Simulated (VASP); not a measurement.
Runs of VASP 6.6.1 on MnHg. The structure is cubic, space group Pm-3m (No. 221). Conventional cell: a = 3.315 Å, b = 3.315 Å, c = 3.315 Å, α = 90.00°, β = 90.00°, γ = 90.00°. Mn (site symmetry m-3m) has 8 Hg at 2.87 Å and 6 Mn at 3.31 to 3.32 Å within 3.8 Å. Hg (site symmetry m-3m) has 8 Mn at 2.87 Å and 6 Hg at 3.31 Å within 3.8 Å. 

```tsv
task	level	potentials or basis	spin	k mesh	cutoff (eV)	smearing	gap on the mesh (eV)	pressure (GPa)	moment (μB)
single point	PBE+D3(BJ)	VASP PAW PBE potentials, release 64 (Mn_pv, Hg)	collinear, ferromagnetic start	4 × 4 × 4	500	gaussian 0.1 eV	none	-4.1	3.72
single point	PBE	VASP PAW PBE potentials, release 64 (Mn_pv, Hg)	collinear, ferromagnetic start	2 × 2 × 2	520	gaussian 0.1 eV	none	-1.9	(b)
single point	LDA	VASP PAW LDA potentials, release 64 (Mn_pv, Hg)	collinear, ferromagnetic start	4 × 4 × 4	500	gaussian 0.1 eV	none	-10.0	3.72
electric field gradients	PBEsol	VASP PAW PBE potentials, release 64 (Mn_pv, Hg)	off	4 × 4 × 4	520	gaussian 0.1 eV	none	(a)	-
single point	PBE	VASP PAW PBE potentials, release 64 (Mn_pv, Hg)	collinear, ferromagnetic start	4 × 4 × 4	500	fermi-dirac 0.051704 eV	none	-0.6	3.72
```

Alike in all rows: cell as given.

**Question.** Fill in the values left out.

**Answer.** (a) -20.3; (b) 4.25.

Caveats: all runs use coarse meshes; spin-orbit coupling is left out, which moves the levels of the heavy elements; the PAW data sets were made with another functional, which shifts forces and pressure a little (at least some runs).

A k mesh can miss the band edges, and the runs leave out spin-orbit coupling on Hg.

A gap of «none» marks levels without a gap at the run's occupations.
